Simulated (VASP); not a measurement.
Set up this calculation in VASP 6.6.1, as the native input.

- Task: single point
- Functional: PBE
- Potentials or basis: VASP PAW PBE potentials, release 64 (Sn_d, Se)
- Cutoff: 500 eV
- k mesh: 4 × 4 × 2
- Occupations: fermi-dirac, width 0.03 eV
- Spin: no spin polarisation
- Dipole correction: no
- Further INCAR settings: ALGO = Normal; EDIFF = 1e-06; NBANDS = 20

The structure of SnSe2 lies in POSCAR:

```
SnSe2
1.0
    3.8110000000      0.0000000000      0.0000000000
   -1.9055000000      3.3004228138      0.0000000000
    0.0000000000      0.0000000000      6.1360000000
Sn Se
1 2
Direct
    0.0000000000      0.0000000000      0.0000000000
    0.6666666667      0.3333333333      0.7510000000
    0.3333333333      0.6666666667      0.2490000000
```

The input as run:

INCAR

```
SYSTEM = SnSe2
PREC = Accurate
ENCUT = 500
EDIFF = 1E-6
ISMEAR = -1
SIGMA = 0.03
LREAL = .FALSE.
LASPH = .TRUE.
NELM = 120
ALGO = Normal
ISIF = 2
LWAVE = .FALSE.
LCHARG = .FALSE.
GGA = PE
NBANDS = 20
GGA_COMPAT = .FALSE.
```

KPOINTS

```
Automatic mesh
0
G
  4 4 2
  0 0 0
```

Potentials or basis: VASP PAW PBE potentials, release 64 (Sn_d, Se).

Run with:

```bash
$ cat potpaw_PBE.64/Sn_d/POTCAR potpaw_PBE.64/Se/POTCAR > POTCAR
$ mpirun -np 1 vasp_std > vasp.out
```

It gave:

The pressure is 6.0 GPa. The largest force is 0.759 eV/Å and the band gap on the k mesh is 0.87 eV, indirect (least direct gap 1.09 eV).

Caveat: the k points lie up to 0.51 Å⁻¹ apart; spin-orbit coupling is left out, which moves the levels of the heavy elements; this functional lacks dispersion, which binds the layers, so the pressure and a relaxed spacing across them are unreliable.

Wall time 7.8 s on 1 thread of Intel(R) Xeon(R) 6975P-C (Granite Rapids), with other jobs on the host, peak memory 0.18 GiB.
